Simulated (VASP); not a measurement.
# PtC (CsCl type) (Pm-3m) in VASP: notebook, part 2 of 2

VASP 6.6.1. Earlier steps stand in the parts before.

### Step 4. Single point, PBEsol

This run uses another cell than the first one, of 10.65 Å³/atom, 1.282 times its volume.

Input file INCAR:

```
SYSTEM = PtC
PREC = Accurate
ENCUT = 520
EDIFF = 1E-7
ISMEAR = -1
SIGMA = 0.05
LREAL = .False.
LASPH = .True.
NELM = 100
ALGO = Normal
ISIF = 2
LWAVE = .False.
LCHARG = .False.
GGA = PS
NBANDS = 14
```

Input file KPOINTS:

```
regular mesh
0
Gamma
  14 14 14
  0 0 0
```

Input file POSCAR:

```
PtC
1.0
    2.7716252463      0.0000000000      0.0000000000
    0.0000000000      2.7716252463      0.0000000000
    0.0000000000      0.0000000000      2.7716252463
Pt C
1 1
Direct
    0.0000000000      0.0000000000      0.0000000000
    0.5000000000      0.5000000000      0.5000000000
```

Potentials or basis: VASP PAW PBE potentials, release 64 (Pt, C).

Run with:

```bash
> cat potpaw_PBE.64/Pt/POTCAR potpaw_PBE.64/C/POTCAR > POTCAR
> mpirun -np 1 vasp_std > vasp.out
```

OUTCAR:

```text
SYSTEM = PtC
   PREC = Accurate
   ENCUT = 520
   EDIFF = 1E-7
   ISMEAR = -1
   LREAL = .False.
   LASPH = .True.
   NELM = 100
   ISIF = 2
   GGA = PS

 ion  position               nearest neighbor table
   1  0.000  0.000  0.000-   2 2.40   2 2.40   2 2.40   2 2.40   2 2.40   2 2.40   2 2.40   2 2.40

   2  0.500  0.500  0.500-   1 2.40   1 2.40   1 2.40   1 2.40   1 2.40   1 2.40   1 2.40   1 2.40

  LATTYP: Found a simple cubic cell.
 ALAT       =     2.7716252463

  Lattice vectors:

 A1 = (   2.7716252463,   0.0000000000,   0.0000000000)
 A2 = (   0.0000000000,   2.7716252463,   0.0000000000)
 A3 = (   0.0000000000,   0.0000000000,   2.7716252463)

Analysis of symmetry for initial positions (statically):
=====================================================================
 Subroutine PRICEL returns:
 Original cell was already a primitive cell.

 Routine SETGRP: Setting up the symmetry group for a
 simple cubic supercell.

 Subroutine GETGRP returns: Found 48 space group operations
 (whereof 48 operations were pure point group operations)
 out of a pool of 48 trial point group operations.

The static configuration has the point symmetry O_h .

[... 167 lines left out ...]
 k-point     1 :       0.0000    0.0000    0.0000
  band No.  band energies     occupation
      1      -4.1053      2.00000
      2       4.5845      2.00000
      3       4.5845      2.00000
      4       9.2251      2.00000
      5       9.2251      2.00000
      6       9.2251      2.00000
      7      10.8774      1.96387
      8      10.8774      1.96387
      9      10.8774      1.96387
     10      15.4619      0.00000
     11      26.8971      0.00000
     12      26.8971      0.00000
     13      31.5956      0.00000
     14      31.5956      0.00000
[... 377 lines left out ...]
      1      -1.3389      2.00000
      2       3.3186      2.00000
      3       5.5311      2.00000
      4       6.3674      2.00000
      5       6.9207      2.00000
      6       8.5899      2.00000
      7      10.4671      1.99999
      8      12.3594      0.00000
      9      14.0154      0.00000
     10      18.1880      0.00000
     11      23.1656      0.00000
     12      25.0109      0.00000
     13      26.6653      0.00000
     14      28.2926      0.00000

 [... further k-points ...]
[... 5 lines left out ...]
  --------------------------------------------------------------------------------------
  -------------------------------------------------------------------------------------
  Total       -0.0038413     -0.0038413     -0.0038413     -0.0000000      0.0000000     -0.0000000
  in kB       -0.2890619     -0.2890619     -0.2890619     -0.0000000      0.0000000     -0.0000000
  external PRESSURE =      -0.2890619 kB  Pullay stress =       0.0000000 kB

 VOLUME and BASIS-vectors are now :
 -----------------------------------------------------------------------------
  energy-cutoff  :      520.00
  volume of cell :       21.29
      direct lattice vectors                 reciprocal lattice vectors
     2.771625246  0.000000000  0.000000000     0.360799138  0.000000000  0.000000000
     0.000000000  2.771625246  0.000000000     0.000000000  0.360799138  0.000000000
     0.000000000  0.000000000  2.771625246     0.000000000  0.000000000  0.360799138

 POSITION                                       TOTAL-FORCE (eV/Angst)
 -----------------------------------------------------------------------------------
      0.00000      0.00000      0.00000         0.000000      0.000000      0.000000
      1.38581      1.38581      1.38581         0.000000      0.000000      0.000000
 -----------------------------------------------------------------------------------
    total drift:                                0.000000      0.000000     -0.000000

  FREE ENERGIE OF THE ION-ELECTRON SYSTEM (eV)
  ---------------------------------------------------
  free  energy   TOTEN  =       -12.7796810530 eV

  energy  without entropy=      -12.7686271972  energy(sigma->0) =      -12.77415413
```

OSZICAR:

```text
N       E                     dE             d eps       ncg     rms          rms(c)
DAV:   1     0.530553898522E+02    0.53055E+02   -0.70651E+03  3416   0.939E+02
DAV:   2    -0.128467525191E+02   -0.65902E+02   -0.60842E+02  4176   0.198E+02
DAV:   3    -0.143396669239E+02   -0.14929E+01   -0.14830E+01  3948   0.287E+01
DAV:   4    -0.143452006893E+02   -0.55338E-02   -0.55335E-02  3996   0.204E+00
DAV:   5    -0.143452402467E+02   -0.39557E-04   -0.39559E-04  4056   0.172E-01    0.193E+01
DAV:   6    -0.135842416060E+02    0.76100E+00   -0.15178E+01  3876   0.267E+01    0.153E+01
DAV:   7    -0.128035981537E+02    0.78064E+00   -0.25640E+00  3798   0.117E+01    0.753E+00
DAV:   8    -0.127867364878E+02    0.16862E-01   -0.10461E-01  3612   0.242E+00    0.149E+00
DAV:   9    -0.127803840722E+02    0.63524E-02   -0.14197E-02  3714   0.860E-01    0.501E-01
DAV:  10    -0.127797174270E+02    0.66665E-03   -0.18517E-03  3714   0.301E-01    0.694E-02
DAV:  11    -0.127796831823E+02    0.34245E-04   -0.25620E-04  3930   0.114E-01    0.170E-02
DAV:  12    -0.127796816608E+02    0.15215E-05   -0.21602E-05  3864   0.350E-02    0.107E-02
DAV:  13    -0.127796811106E+02    0.55014E-06   -0.16359E-06  3798   0.102E-02    0.327E-03
DAV:  14    -0.127796810530E+02    0.57632E-07   -0.28425E-08  2046   0.140E-03
   1 F= -.12779681E+02 E0= -.12774154E+02  d E =-.110539E-01
```

Wall time 23 s (1 thread of Intel Xeon Platinum 8488C (Sapphire Rapids), shared host); peak memory 0.17 GiB.

Results:

```
Free energy            : -12.7797 eV
Pressure               : 0.0 GPa
Band gap on the k mesh : zero (band 7 reaches 15.13 eV, above the bottom of band 8 at 10.80 eV)
```

Levels at points of the mesh, in eV from the Fermi level:
| k point | band 3 | band 4 | band 5 | band 6 | band 7 | band 8 | band 9 | band 10 | band 11 | band 12 |
| --- | --- | --- | --- | --- | --- | --- | --- | --- | --- | --- |
| (0.00, 0.00, 0.00) | -6.49 | -1.85 | -1.85 | -1.85 | -0.20 | -0.20 | -0.20 | 4.38 | 15.82 | 15.82 |
| (0.50, 0.00, 0.00) | -5.87 | -4.90 | -4.90 | -1.62 | -0.07 | 3.99 | 3.99 | 8.98 | 9.56 | 10.79 |
| (0.50, 0.50, 0.00) | -4.94 | -4.94 | -3.37 | -3.37 | -0.29 | -0.28 | 1.24 | 4.76 | 12.45 | 12.45 |
| (0.50, 0.50, 0.50) | -8.39 | -7.97 | -0.16 | -0.16 | 4.05 | 4.05 | 4.05 | 5.40 | 5.40 | 5.40 |

Caveat: the PAW data sets were made with another functional, which shifts forces and pressure a little; spin-orbit coupling is left out, which moves the levels of the heavy elements.

### Step 5. Single point, PBEsol

This run uses another cell than the first one, of 10.65 Å³/atom, 1.282 times its volume.

Input file INCAR:

```
PREC = Accurate ; ENCUT = 520
EDIFF = 1E-7 ; ISMEAR = -1
SIGMA = 0.05 ; LREAL = False
LASPH = True ; NELM = 60
ALGO = Normal ; ISIF = 2
LWAVE = False ; LCHARG = True
GGA = PS ; LELF = True
LVHAR = True ; NBANDS = 14
```

Input file KPOINTS:

```
Automatic mesh
0
Gamma
  14 14 14
```

POSCAR is that of step 4.

Potentials or basis: VASP PAW PBE potentials, release 64 (Pt, C).

Run with:

```bash
> cat potpaw_PBE.64/Pt/POTCAR potpaw_PBE.64/C/POTCAR > POTCAR
> mpirun -np 1 vasp_std > vasp.out
```

OUTCAR:

```text
PREC = Accurate
   ENCUT = 520
   EDIFF = 1E-7
   ISMEAR = -1
   LREAL = False
   LASPH = True
   NELM = 60
   ISIF = 2
   GGA = PS

 ion  position               nearest neighbor table
   1  0.000  0.000  0.000-   2 2.40   2 2.40   2 2.40   2 2.40   2 2.40   2 2.40   2 2.40   2 2.40

   2  0.500  0.500  0.500-   1 2.40   1 2.40   1 2.40   1 2.40   1 2.40   1 2.40   1 2.40   1 2.40

  LATTYP: Found a simple cubic cell.
 ALAT       =     2.7716252463

  Lattice vectors:

 A1 = (   2.7716252463,   0.0000000000,   0.0000000000)
 A2 = (   0.0000000000,   2.7716252463,   0.0000000000)
 A3 = (   0.0000000000,   0.0000000000,   2.7716252463)

Analysis of symmetry for initial positions (statically):
=====================================================================
 Subroutine PRICEL returns:
 Original cell was already a primitive cell.

 Routine SETGRP: Setting up the symmetry group for a
 simple cubic supercell.

 Subroutine GETGRP returns: Found 48 space group operations
 (whereof 48 operations were pure point group operations)
 out of a pool of 48 trial point group operations.

The static configuration has the point symmetry O_h .

Analysis of symmetry for dynamics (positions and initial velocities):
=====================================================================
 Subroutine PRICEL returns:
 Original cell was already a primitive cell.

 Routine SETGRP: Setting up the symmetry group for a
 simple cubic supercell.

 Subroutine GETGRP returns: Found 48 space group operations
 (whereof 48 operations were pure point group operations)
 out of a pool of 48 trial point group operations.

The dynamic configuration has the point symmetry O_h .

 Subroutine INISYM returns: Found 48 space group operations
 (whereof 48 operations are pure point group operations),
 and found     1 'primitive' translations

----------------------------------------------------------------------------------------
[... 116 lines left out ...]
  Thomas-Fermi vector in A             =   2.544166
   LORBIT       =      0    0 simple, 1 ext, 2 COOP (PROOUT), +10 PAW based schemes
   GGA     = PS    functional components
   LHFCALC =     F    Hartree Fock is set to
   AEXX    =    0.0000 exact exchange contribution
   IVDW    =     0    specifies the selected vdW correction
   LEPSILON=     F    determine dielectric tensor
   LRPA    =     F    only Hartree local field effects (RPA)
 non-spin polarized calculation
  energy-cutoff  :      520.00
  volume of cell :       21.29
 maximum number of plane-waves:       588
 NGX is ok and might be reduce to    24
   NGX = 11   NGY = 11   NGZ = 11

 number of electron      13.9999999 magnetization

 Free energy of the ion-electron system (eV)
  ---------------------------------------------------
  ext. energy  EPLUGINS =         0.00000000
  ---------------------------------------------------
  free energy    TOTEN  =       -12.77968105 eV

  energy without entropy =      -12.76862720  energy(sigma->0) =      -12.77415413

 E-fermi :  11.0772     XC(G=0): -13.6255

 val. band max:       11.0721966830   @ k =   0.4286   0.4286   0.0000
 cond. band min:      11.1133492483   @ k =   0.2143   0.1429   0.1429
 fundamental gap:      0.0411525652
 Fermi energy:        11.0772040786

 k-point     1 :       0.0000    0.0000    0.0000
  band No.  band energies     occupation
      1      -4.1053      2.00000
      2       4.5845      2.00000
      3       4.5845      2.00000
      4       9.2251      2.00000
      5       9.2251      2.00000
      6       9.2251      2.00000
      7      10.8774      1.96387
      8      10.8774      1.96387
      9      10.8774      1.96387
     10      15.4619      0.00000
     11      26.8971      0.00000
     12      26.8971      0.00000
     13      31.5956      0.00000
     14      31.5956      0.00000
[... 377 lines left out ...]
      1      -1.3389      2.00000
      2       3.3186      2.00000
      3       5.5311      2.00000
      4       6.3674      2.00000
      5       6.9207      2.00000
      6       8.5899      2.00000
      7      10.4671      1.99999
      8      12.3594      0.00000
      9      14.0154      0.00000
     10      18.1880      0.00000
     11      23.1656      0.00000
     12      25.0109      0.00000
     13      26.6653      0.00000
     14      28.2926      0.00000

 [... further k-points ...]
[... 5 lines left out ...]
  --------------------------------------------------------------------------------------
  -------------------------------------------------------------------------------------
  Total       -0.0038413     -0.0038413     -0.0038413     -0.0000000      0.0000000     -0.0000000
  in kB       -0.2890619     -0.2890619     -0.2890619     -0.0000000      0.0000000     -0.0000000
  external PRESSURE =      -0.2890619 kB  Pullay stress =       0.0000000 kB

 VOLUME and BASIS-vectors are now :
 -----------------------------------------------------------------------------
  energy-cutoff  :      520.00
  volume of cell :       21.29
      direct lattice vectors                 reciprocal lattice vectors
     2.771625246  0.000000000  0.000000000     0.360799138  0.000000000  0.000000000
     0.000000000  2.771625246  0.000000000     0.000000000  0.360799138  0.000000000
     0.000000000  0.000000000  2.771625246     0.000000000  0.000000000  0.360799138

 POSITION                                       TOTAL-FORCE (eV/Angst)
 -----------------------------------------------------------------------------------
      0.00000      0.00000      0.00000         0.000000      0.000000      0.000000
      1.38581      1.38581      1.38581         0.000000      0.000000      0.000000
 -----------------------------------------------------------------------------------
    total drift:                                0.000000      0.000000     -0.000000

  FREE ENERGIE OF THE ION-ELECTRON SYSTEM (eV)
  ---------------------------------------------------
  free  energy   TOTEN  =       -12.7796810530 eV

  energy  without entropy=      -12.7686271972  energy(sigma->0) =      -12.77415413
```

OSZICAR:

```text
N       E                     dE             d eps       ncg     rms          rms(c)
DAV:   1     0.530553898522E+02    0.53055E+02   -0.70651E+03  3416   0.939E+02
DAV:   2    -0.128467525191E+02   -0.65902E+02   -0.60842E+02  4176   0.198E+02
DAV:   3    -0.143396669239E+02   -0.14929E+01   -0.14830E+01  3948   0.287E+01
DAV:   4    -0.143452006893E+02   -0.55338E-02   -0.55335E-02  3996   0.204E+00
DAV:   5    -0.143452402467E+02   -0.39557E-04   -0.39559E-04  4056   0.172E-01    0.193E+01
DAV:   6    -0.135842416060E+02    0.76100E+00   -0.15178E+01  3876   0.267E+01    0.153E+01
DAV:   7    -0.128035981537E+02    0.78064E+00   -0.25640E+00  3798   0.117E+01    0.753E+00
DAV:   8    -0.127867364878E+02    0.16862E-01   -0.10461E-01  3612   0.242E+00    0.149E+00
DAV:   9    -0.127803840722E+02    0.63524E-02   -0.14197E-02  3714   0.860E-01    0.501E-01
DAV:  10    -0.127797174270E+02    0.66665E-03   -0.18517E-03  3714   0.301E-01    0.694E-02
DAV:  11    -0.127796831823E+02    0.34245E-04   -0.25620E-04  3930   0.114E-01    0.170E-02
DAV:  12    -0.127796816608E+02    0.15215E-05   -0.21602E-05  3864   0.350E-02    0.107E-02
DAV:  13    -0.127796811106E+02    0.55014E-06   -0.16359E-06  3798   0.102E-02    0.327E-03
DAV:  14    -0.127796810530E+02    0.57632E-07   -0.28425E-08  2046   0.140E-03
   1 F= -.12779681E+02 E0= -.12774154E+02  d E =-.110539E-01
```

Run time: 37 s. Hardware: 1 thread of Intel Xeon Platinum 8488C (Sapphire Rapids), shared host; peak memory 0.16 GiB.

Results:

```yaml
Free_energy: -12.7797 eV
Pressure: 0.0 GPa
Band_gap_on_the_k_mesh: zero (band 7 reaches 15.13 eV, above the bottom of band 8 at 10.80 eV)
```

Caveat: the PAW data sets were made with another functional, which shifts forces and pressure a little; spin-orbit coupling is left out, which moves the levels of the heavy elements.

### Step 6. Overview

| cell | gap on the mesh (eV) | pressure (GPa) |
| --- | --- | --- |
| a = 2.551 Å, 2 atoms | none | 123.0 |
| a = 2.656 Å, 2 atoms | none | 46.6 |
| a = 2.772 Å, 2 atoms | none | 0.0 |

Alike in all rows: task single point; level PBEsol; potentials or basis VASP PAW PBE potentials, release 64 (Pt, C); no spin polarisation; k mesh 14 × 14 × 14; cutoff (eV) 520; smearing fermi-dirac 0.05 eV.

Caveats: the PAW data sets were made with another functional, which shifts forces and pressure a little; spin-orbit coupling is left out, which moves the levels of the heavy elements.

Absolute energies hang on the potentials; compare differences alone.
